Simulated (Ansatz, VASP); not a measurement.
Li2BrCl: VASP beside Ansatz

```
Cl Br Li
1.0
     1.87607    1.08315    6.11642
    -1.87607    1.08315    6.11642
     0.00000   -2.16629    6.11642
Cl Br Li
1 1 2
Direct
  0.00000 0.00000 0.00000
  0.50000 0.50000 0.50000
  0.25436 0.25436 0.25436
  0.74564 0.74564 0.74564
```

Alike in both runs: task single point; functional r2SCAN; k mesh 6 × 6 × 6; no spin polarisation.

```csv
,VASP,Ansatz
version,VASP 6.6.1,Ansatz 0.2.0
potentials or method,"VASP PAW PBE potentials, release 64 (Cl, Br, Li_sv)","plane waves, PAW"
plane-wave cutoff (eV),520,500
occupations,"gaussian, width 0.01 eV",fixed
valence electrons in the cell,20,20
```

Ansatz gave:

| Quantity | Value |
| --- | --- |
| gap on the k mesh at the Fermi level (eV) | 5.91 |

**Question.** Which values does VASP return?

**Answer.** gap on the k mesh at the Fermi level (eV): 5.96.

VASP's potentials were made for PBE, not for r2SCAN.

Noted on VASP's run: the cutoff is under 1.25 times that of the potentials, so the pressure is a little rough.
